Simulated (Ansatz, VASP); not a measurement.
# HfN in VASP and in Ansatz

INCAR

```
ALGO = Normal
EDIFF = 1E-6
EDIFFG = -0.03
ENCUT = 600
GGA = PE
IBRION = 2
ISIF = 3
ISMEAR = 0
LASPH = True
LCHARG = False
LREAL = False
LWAVE = False
NELM = 100
NSW = 80
PREC = Accurate
SIGMA = 0.05
```

The input KPOINTS:

```
k-points
0
Gamma
  8 8 6
```

Contents of POSCAR:

```
HfN
1.0
    3.0028631416      0.0000000000      0.0000000000
   -1.5014315708      2.6005557647      0.0000000000
    0.0000000000      0.0000000000      2.9306456519
Hf N
1 1
Direct
    0.0000000000      0.0000000000      0.0000000000
    0.6666666667      0.3333333333      0.5000000000
```

Input for Ansatz:

```yaml
crystal:
  lattice:
    - [3.0028631416, 0.0, 0.0]
    - [-1.5014315708, 2.6005557647, 0.0]
    - [0.0, 0.0, 2.9306456519]
  atoms:
    - { symbol: Hf, position: [0.0, 0.0, 0.0] }
    - { symbol: "N", position: [0.6666666667, 0.3333333333, 0.5] }
basis:
  ecutwfc: 420
  ecutrho_ratio: 4
kpoints:
  mp_grid: { grid: [8, 8, 6] }
hamiltonian:
  xc: pbe
scf:
  occupations: { method: gaussian, width: 0.05 }
output:
  forces: true
  stress: true
  eigenvalues: true
relax:
  f_tol: 0.03
  max_steps: 60
  cell: { stress_tol: 0.3 }
```

Alike in both runs: task relaxation of cell and atoms; functional PBE; k mesh 8 × 8 × 6; occupations gaussian, width 0.05 eV; no spin polarisation.

|  | VASP | Ansatz |
| --- | --- | --- |
| version | VASP 6.6.1 | Ansatz 0.2.0 |
| potentials or method | VASP PAW PBE potentials, release 64 (Hf_pv, N), cutoff 600 eV | scalar-relativistic, plane waves, PAW |
| valence electrons in the cell | 15 | 31 |

```csv
,VASP,Ansatz,Ansatz less VASP
"gap on the k mesh at the Fermi level, each at its own relaxed structure (eV)",none,none,-
relaxed volume (Å³/atom),11.99,12.09,+0.105
relaxed length of the cell vector where the two differ most in proportion (Å),2.904,2.913,+0.0085
```

A gap of «none» marks a metal or a gap that the smearing closes. VASP's potentials hold 15 valence electrons a cell and Ansatz's 31, so a difference there can come from the potentials and not from the codes.

Spin-orbit coupling is off throughout.
